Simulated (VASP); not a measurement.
# Sn (Immm) in VASP: a series of runs, part 2 of 2

VASP 6.6.1.

## 4. Single point, PBE+D3(BJ) (strain -0.0200 x Voigt [0, 1, 0, 0, 0, 0])

INCAR

```
SYSTEM = Sn
PREC = Accurate
ENCUT = 520
EDIFF = 1E-6
ISMEAR = 0
SIGMA = 0.15
LREAL = .FALSE.
LASPH = .TRUE.
NELM = 80
ALGO = Fast
ISIF = 2
LWAVE = .FALSE.
LCHARG = .FALSE.
GGA = PE
IVDW = 12
NBANDS = 13
```

KPOINTS

```
Automatic mesh
0
G
  24 24 24
  0 0 0
```

POSCAR

```
Sn
1.0
   -1.7544065426      1.7195214224      2.1674907457
    1.7544065426     -1.7195214224      2.1674907457
    1.7544065426      1.7195214224     -2.1674907457
Sn
1
Direct
    0.0000000000      0.0000000000      0.0000000000
```

Potentials or basis: VASP PAW PBE potentials, release 64 (Sn_d).

The run is started by

```bash
> cat potpaw_PBE.64/Sn_d/POTCAR > POTCAR
> mpirun -np 1 vasp_std > vasp.out
```

OUTCAR:

```text
SYSTEM = Sn
   PREC = Accurate
   ENCUT = 520
   EDIFF = 1E-6
   ISMEAR = 0
   LREAL = .FALSE.
   LASPH = .TRUE.
   NELM = 80
   ISIF = 2
   GGA = PE
   IVDW = 12
 IVDW          = 12

 ion  position               nearest neighbor table
   1  0.000  0.000  0.000-

  LATTYP: Found a body centered orthorhombic cell.
 ALAT       =     3.4390428448
 B/A-ratio  =     1.0202876915
 C/A-ratio  =     1.2605197687

  Lattice vectors:

 A1 = (   1.7544065426,  -1.7195214224,  -2.1674907457)
 A2 = (  -1.7544065426,   1.7195214224,  -2.1674907457)
 A3 = (   1.7544065426,   1.7195214224,   2.1674907457)

Analysis of symmetry for initial positions (statically):
=====================================================================
 Subroutine PRICEL returns:
 Original cell was already a primitive cell.

 Routine SETGRP: Setting up the symmetry group for a
 body centered orthorhombic supercell.

 Subroutine GETGRP returns: Found  8 space group operations
 (whereof  8 operations were pure point group operations)
 out of a pool of  8 trial point group operations.

The static configuration has the point symmetry D_2h.

Analysis of symmetry for dynamics (positions and initial velocities):
=====================================================================
 Subroutine PRICEL returns:
 Original cell was already a primitive cell.

 Routine SETGRP: Setting up the symmetry group for a
 body centered orthorhombic supercell.

 Subroutine GETGRP returns: Found  8 space group operations
 (whereof  8 operations were pure point group operations)
 out of a pool of  8 trial point group operations.

The dynamic configuration has the point symmetry D_2h.

 Subroutine INISYM returns: Found  8 space group operations
 (whereof  8 operations are pure point group operations),
 and found     1 'primitive' translations

----------------------------------------------------------------------------------------

                                     Primitive cell

  volume of cell :      26.1550

  direct lattice vectors                    reciprocal lattice vectors
    -1.754406543  1.719521422  2.167490746     0.000000000  0.290778581  0.230681492
     1.754406543 -1.719521422  2.167490746     0.284996657  0.000000000  0.230681492
     1.754406543  1.719521422 -2.167490746     0.284996657  0.290778581  0.000000000

  length of vectors
     3.276081863  3.276081863  3.276081863     0.371168606  0.366656577  0.407155103

  position of ions in fractional coordinates (direct lattice)
     0.000000000  0.000000000  0.000000000

  ion indices of the primitive-cell ions
   primitive index   ion index
                 1           1

----------------------------------------------------------------------------------------

 KPOINTS: Automatic mesh

Automatic generation of k-mesh.
 Grid dimensions read from file:
 generate k-points for:   24   24   24

 Generating k-lattice:

  Cartesian coordinates                     Fractional coordinates (reciprocal lattice)
     0.000000000  0.012115774  0.009611729     0.041666667  0.000000000 -0.000000000
     0.011874861  0.000000000  0.009611729     0.000000000  0.041666667  0.000000000
     0.011874861  0.012115774  0.000000000    -0.000000000  0.000000000  0.041666667

  Length of vectors
     0.015465359  0.015277357  0.016964796

  Shift w.r.t. Gamma in fractional coordinates (k-lattice)
     0.000000000  0.000000000  0.000000000

 Subroutine IBZKPT returns following result:
 ===========================================

 Found   1963 irreducible k-points:

 Following reciprocal coordinates:
            Coordinates               Weight
  0.000000  0.000000  0.000000      1.000000
  0.041667  0.000000 -0.000000      4.000000
  0.083333  0.000000  0.000000      4.000000
  0.125000  0.000000  0.000000      4.000000
  0.166667  0.000000  0.000000      4.000000
  0.208333  0.000000  0.000000      4.000000
[... 16 lines left out ...]
  0.375000  0.041667  0.000000      8.000000
  0.416667  0.041667  0.000000      8.000000
 [... further k-points ...]
   k-points           NKPTS =   1963   k-points in BZ     NKDIM =   1963   number of bands    NBANDS=     13
   number of dos      NEDOS =    301   number of ions     NIONS =      1
   total plane-waves  NPLWV =  13824
   dimension x,y,z NGX =    24 NGY =   24 NGZ =   24
   dimension x,y,z NGXF=    48 NGYF=   48 NGZF=   48
   ions per type =               1
   NGX,Y,Z   is equivalent  to a cutoff of  12.18, 12.18, 12.18 a.u.
   NGXF,Y,Z  is equivalent  to a cutoff of  24.36, 24.36, 24.36 a.u.
 SYSTEM =  Sn
   PREC   = accura    normal or accurate (medium, high low for compatibility)
   ISTART =      0    job   : 0-new  1-cont  2-samecut
   ICHARG =      2    charge: 1-file 2-atom 10-const
   ISPIN  =      1    spin polarized calculation?
   LNONCOLLINEAR =      F non collinear calculations
   LSORBIT =      F    spin-orbit coupling
   LASPH  =      T    aspherical Exc in radial PAW
   ENCUT  =  520.0 eV  38.22 Ry    6.18 a.u.   6.09  6.09  6.09*2*pi/ulx,y,z
   NELM   =     80;   NELMIN=  2; NELMDL= -5     # of ELM steps
   EDIFF  = 0.1E-05   stopping-criterion for ELM
   LREAL  =      F    real-space projection
   EDIFFG = 0.1E-04   stopping-criterion for IOM
   NSW    =      0    number of steps for IOM
   IBRION =     -1    ionic relax: 0-MD 1-quasi-New 2-CG
   NFREE  =      0    steps in history (QN), initial steepest desc. (CG)
   ISIF   =      2    stress and relaxation
   ISYM   =      2    0-nonsym 1-usesym 2-fastsym
   POTIM  = 0.5000    time-step for ionic-motion
   TEBEG  =    0.0;   TEEND  =   0.0 temperature during run
   PSTRESS=    0.0 pullay stress
   NELECT =      14.0000    total number of electrons
   NUPDOWN=      -1.0000    fix difference up-down
   EMIN   =  10.00;   EMAX   =-10.00  energy-range for DOS
   EFERMI =   0.00;   METHOD = LEGACY
   ISMEAR =     0;   SIGMA  =   0.15  broadening in eV -4-tet -1-fermi 0-gaus
   EFERMI_NEDOS =   21; number of points for ismear=-14 and -15
   IALGO  =     68    algorithm
   IMIX   =      4    mixing-type and parameters
     AMIX     =   0.40;   BMIX     =  1.00
     AMIX_MAG =   1.60;   BMIX_MAG =  1.00
  volume/ion in A,a.u.               =      26.16       176.50
  Fermi-wavevector in a.u.,A,eV,Ry     =   1.329227  2.511875 24.039377  1.766844
  Thomas-Fermi vector in A             =   2.458405
   LORBIT       =      0    0 simple, 1 ext, 2 COOP (PROOUT), +10 PAW based schemes
   GGA     = PE    functional components
   LHFCALC =     F    Hartree Fock is set to
   AEXX    =    0.0000 exact exchange contribution
   IVDW    =    12    specifies the selected vdW correction
   LEPSILON=     F    determine dielectric tensor
   LRPA    =     F    only Hartree local field effects (RPA)
 non-spin polarized calculation
 RMM-DIIS sequential band-by-band and
 Gauss-broadening in eV      SIGMA  =   0.15
  energy-cutoff  :      520.00
  volume of cell :       26.16
 maximum number of plane-waves:       736
   NGX = 13   NGY = 13   NGZ = 13

 number of electron      14.0000010 magnetization

 Free energy of the ion-electron system (eV)
  ---------------------------------------------------
  ext. energy  EPLUGINS =         0.00000000
  ---------------------------------------------------
  free energy    TOTEN  =        -3.76785565 eV

  energy without entropy =       -3.76160804  energy(sigma->0) =       -3.76473184

 E-fermi :   8.6343     XC(G=0): -10.5457

 val. band max:        8.6333685857   @ k =   0.4167   0.2917   0.1250
 cond. band min:       8.6348127383   @ k =   0.4167   0.2500   0.1667
 fundamental gap:      0.0014441527
 Fermi energy:         8.6343429563

 k-point     1 :       0.0000    0.0000    0.0000
  band No.  band energies     occupation
      1     -13.0073      2.00000
      2     -12.9959      2.00000
      3     -12.9394      2.00000
      4     -12.9246      2.00000
      5     -12.8488      2.00000
      6      -2.8093      2.00000
      7      16.4919      0.00000
      8      16.5848      0.00000
      9      16.9815      0.00000
     10      19.4677      0.00000
     11      20.4440      0.00000
     12      20.9325      0.00000
     13      21.1584      0.00000
[... 353 lines left out ...]
 k-point    24 :       0.4167    0.0417    0.0000
  band No.  band energies     occupation
      1     -13.0121      2.00000
      2     -12.9790      2.00000
      3     -12.9213      2.00000
      4     -12.8260      2.00000
      5     -12.7925      2.00000
      6       1.1911      2.00000
      7       4.7781      2.00000
      8      13.1808      0.00000
      9      14.8319      0.00000
     10      18.2085      0.00000
     11      18.7176      0.00000
     12      19.8499      0.00000
     13      22.0416      0.00000

 [... further k-points ...]

------------------------ aborting loop because EDIFF is reached ----------------------------------------

 Edisp (eV)   -0.40013

 E8    (eV) :    -0.1920

  FORCE on cell =-STRESS in cart. coord.  units (eV):
  Direction    XX          YY          ZZ          XY          YZ          ZX
  --------------------------------------------------------------------------------------
  -------------------------------------------------------------------------------------
  Total       0.15961     0.20952     0.17350     0.00000     0.00000     0.00000
  in kB       9.77720    12.83469    10.62783     0.00000     0.00000     0.00000
  external pressure =       11.08 kB  Pullay stress =        0.00 kB

 VOLUME and BASIS-vectors are now :
 -----------------------------------------------------------------------------
  energy-cutoff  :      520.00
  volume of cell :       26.16
      direct lattice vectors                 reciprocal lattice vectors
    -1.754406543  1.719521422  2.167490746     0.000000000  0.290778581  0.230681492
     1.754406543 -1.719521422  2.167490746     0.284996657  0.000000000  0.230681492
     1.754406543  1.719521422 -2.167490746     0.284996657  0.290778581  0.000000000

 POSITION                                       TOTAL-FORCE (eV/Angst)
 -----------------------------------------------------------------------------------
      0.00000      0.00000      0.00000         0.000000      0.000000      0.000000
 -----------------------------------------------------------------------------------
    total drift:                                0.000000      0.000000     -0.000000

  FREE ENERGIE OF THE ION-ELECTRON SYSTEM (eV)
  ---------------------------------------------------
  free  energy   TOTEN  =        -4.1679869062 eV

  energy  without entropy=       -4.1617392889  energy(sigma->0) =       -4.16486310
```

OSZICAR:

```text
N       E                     dE             d eps       ncg     rms          rms(c)
DAV:   1     0.806544123605E+02    0.80654E+02   -0.71695E+03 52684   0.163E+03
DAV:   2     0.177615186690E+01   -0.78878E+02   -0.76347E+02 54148   0.342E+02
DAV:   3    -0.366852534452E+01   -0.54447E+01   -0.54240E+01 60469   0.726E+01
DAV:   4    -0.377827382682E+01   -0.10975E+00   -0.10972E+00 61769   0.110E+01
DAV:   5    -0.378193895703E+01   -0.36651E-02   -0.36650E-02 66426   0.197E+00    0.141E+00
RMM:   6    -0.377159965234E+01    0.10339E-01   -0.83730E-03 64705   0.120E+00    0.810E-01
RMM:   7    -0.376793430239E+01    0.36653E-02   -0.68997E-03 64429   0.989E-01    0.975E-02
RMM:   8    -0.376781971463E+01    0.11459E-03   -0.76204E-04 70848   0.414E-01    0.288E-02
RMM:   9    -0.376785267848E+01   -0.32964E-04   -0.31814E-04 79667   0.170E-01    0.209E-02
RMM:  10    -0.376785371359E+01   -0.10351E-05   -0.46750E-05 68690   0.102E-01    0.401E-03
RMM:  11    -0.376785565246E+01   -0.19389E-05   -0.26926E-05 82333   0.492E-02    0.583E-03
RMM:  12    -0.376785565312E+01   -0.65734E-09   -0.18615E-06 45402   0.153E-02
   1 F= -.41679869E+01 E0= -.41648631E+01  d E =-.624762E-02
```

Wall time 2.5 min (1 thread of Intel Xeon 6975P-C (Granite Rapids), shared host); peak memory 0.67 GiB.

Results:

```yaml
Free_energy: -4.1680 eV
Pressure: 1.1 GPa
Band_gap_on_the_k_mesh: zero (band 7 reaches 16.49 eV, above the bottom of band 8 at 6.30 eV)
Dispersion_energy_per_atom: -0.400 eV
```

Levels at points of the mesh, in eV from the Fermi level:
```csv
k point,band 5,band 6,band 7,band 8,band 9,band 10
"(0.00, 0.00, 0.00)",-21.48,-11.44,7.86,7.95,8.35,10.83
"(0.50, 0.00, 0.00)",-21.42,-6.74,-4.82,4.82,6.34,9.39
"(0.00, 0.50, 0.00)",-21.42,-6.93,-4.87,5.13,6.69,9.74
"(0.50, 0.50, 0.00)",-21.39,-5.48,-4.18,2.37,3.17,6.25
"(0.50, 0.50, 0.50)",-21.41,-3.59,-2.92,0.79,1.26,4.28
```

Caveat: the cell differs from its parent crystal (strain -0.0200 x Voigt [0, 1, 0, 0, 0, 0]); spin-orbit coupling is left out, which moves the levels of the heavy elements; pairwise dispersion overbinds metals, which lowers pressure and volume.

## 5. Single point, PBE+D3(BJ) (strain -0.0150 x Voigt [0, 1, 0, 0, 0, 0])

INCAR

```
PREC = Accurate
ENCUT = 520
EDIFF = 1E-6
ISMEAR = 0
SIGMA = 0.15
LREAL = F
LASPH = T
NELM = 60
ALGO = Fast
ISIF = 2
LWAVE = F
LCHARG = F
GGA = PE
IVDW = 12
NBANDS = 13
```

KPOINTS

```
Automatic mesh
0
Gamma
  24 24 24
```

POSCAR

```
Sn
1.0
   -1.7544065426      1.7282944909      2.1674907457
    1.7544065426     -1.7282944909      2.1674907457
    1.7544065426      1.7282944909     -2.1674907457
Sn
1
Direct
    0.0000000000      0.0000000000      0.0000000000
```

The run is started by

```bash
> cat potpaw_PBE.64/Sn_d/POTCAR > POTCAR
> mpirun -np 1 vasp_std > vasp.out
```

Wall time 2.6 min (1 thread of Intel Xeon 6975P-C (Granite Rapids), shared host); peak memory 0.67 GiB.

It converged, with:

```yaml
Free_energy: -4.1689 eV
Pressure: 0.8 GPa
Band_gap_on_the_k_mesh: zero (band 7 reaches 16.39 eV, above the bottom of band 8 at 6.24 eV)
Dispersion_energy_per_atom: -0.398 eV
```

Stress tensor (GPa, compression positive):
```
0.73 0.00 0.00
0.00 0.92 0.00
0.00 0.00 0.78
```

Levels at points of the mesh, in eV from the Fermi level:
```
           k point  band 3  band 4  band 5  band 6  band 7  band 8  band 9  band 10  band 11  band 12
(0.00, 0.00, 0.00)  -21.57  -21.55  -21.48  -11.40    7.82    7.96    8.25    10.83    11.84    12.20
(0.50, 0.00, 0.00)  -21.56  -21.45  -21.42   -6.76   -4.79    4.81    6.35     9.38     9.60    10.93
(0.00, 0.50, 0.00)  -21.56  -21.46  -21.42   -6.89   -4.83    5.05    6.61     9.64     9.90    10.86
(0.50, 0.50, 0.00)  -21.46  -21.45  -21.39   -5.50   -4.16    2.37    3.18     6.24     6.42    18.99
(0.50, 0.50, 0.50)  -21.44  -21.41  -21.40   -3.58   -2.88    0.83    1.18     4.28     4.99    19.12
```

Caveat: the cell differs from its parent crystal (strain -0.0150 x Voigt [0, 1, 0, 0, 0, 0]); spin-orbit coupling is left out, which moves the levels of the heavy elements; pairwise dispersion overbinds metals, which lowers pressure and volume.

## 6. Single point, PBE+D3(BJ) (strain +0.0200 x Voigt [0, 1, 0, 0, 0, 0])

INCAR

```
ALGO = Fast
EDIFF = 1E-6
ENCUT = 520
GGA = PE
ISIF = 2
ISMEAR = 0
IVDW = 12
LASPH = T
LCHARG = T
LELF = T
LREAL = F
LVHAR = T
LWAVE = F
NBANDS = 13
NELM = 60
PREC = Accurate
SIGMA = 0.15
```

KPOINTS

```
k-points
0
Gamma
  24 24 24
```

POSCAR

```
Sn
1.0
   -1.7544065426      1.7897059702      2.1674907457
    1.7544065426     -1.7897059702      2.1674907457
    1.7544065426      1.7897059702     -2.1674907457
Sn
1
Direct
    0.0000000000      0.0000000000      0.0000000000
```

Potentials or basis: VASP PAW PBE potentials, release 64 (Sn_d).

The run is started by

```bash
> cat potpaw_PBE.64/Sn_d/POTCAR > POTCAR
> mpirun -np 1 vasp_std > vasp.out
```

Run time: 24 min. Hardware: 1 thread of Oxide Virtual Turin-like, shared host; peak memory 0.68 GiB.

It converged, with:

| Quantity | Value |
| --- | --- |
| Free energy | -4.1682 eV |
| Pressure | -1.0 GPa |
| Band gap on the k mesh | zero (band 7 reaches 15.66 eV, above the bottom of band 8 at 5.88 eV) |
| Dispersion energy per atom | -0.384 eV |

Stress tensor (GPa, compression positive):
```
-0.92  0.00  0.00
 0.00 -1.11  0.00
 0.00  0.00 -1.02
```

Levels at points of the mesh, in eV from the Fermi level:
```
           k point  band 5  band 6  band 7  band 8  band 9  band 10
(0.00, 0.00, 0.00)  -21.46  -11.13    7.53    7.66    8.01    10.86
(0.50, 0.00, 0.00)  -21.41   -6.83   -4.63    4.80    6.45     9.31
(0.00, 0.50, 0.00)  -21.41   -6.66   -4.58    4.50    6.11     8.97
(0.50, 0.50, 0.00)  -21.38   -5.58   -4.03    2.38    3.29     6.23
(0.50, 0.50, 0.50)  -21.40   -3.53   -2.61    0.65    1.09     4.10
```

Caveat: the cell differs from its parent crystal (strain +0.0200 x Voigt [0, 1, 0, 0, 0, 0]); spin-orbit coupling is left out, which moves the levels of the heavy elements; pairwise dispersion overbinds metals, which lowers pressure and volume.

## 7. The runs side by side

```tsv
cell	further INCAR settings	gap on the mesh (eV)	pressure (GPa)
a = 3.299 Å, angles 115.8, 115.4, 97.9°, 1 atom	ALGO = Fast; EDIFF = 1e-07; NBANDS = 13	none	-0.3
a = 3.304 Å, angles 115.9, 115.1, 98.0°, 1 atom	ALGO = Fast; EDIFF = 1e-07; NBANDS = 13	none	-0.6
a = 3.276 Å, angles 115.2, 116.7, 97.2°, 1 atom	ALGO = Fast; EDIFF = 1e-06; NBANDS = 13	none	1.1
a = 3.281 Å, angles 115.3, 116.4, 97.3°, 1 atom	ALGO = Fast; EDIFF = 1e-06; NBANDS = 13	none	0.8
a = 3.313 Å, angles 116.1, 114.6, 98.3°, 1 atom	ALGO = Fast; EDIFF = 1e-06; NBANDS = 13	none	-1.0
```

Alike in all rows: task single point; level PBE+D3(BJ); potentials or basis VASP PAW PBE potentials, release 64 (Sn_d); no spin polarisation; k mesh 24 × 24 × 24; cutoff (eV) 520; smearing gaussian 0.15 eV.

Caveats: spin-orbit coupling is left out, which moves the levels of the heavy elements; pairwise dispersion overbinds metals, which lowers pressure and volume.

Absolute energies hang on the potentials; compare differences alone.
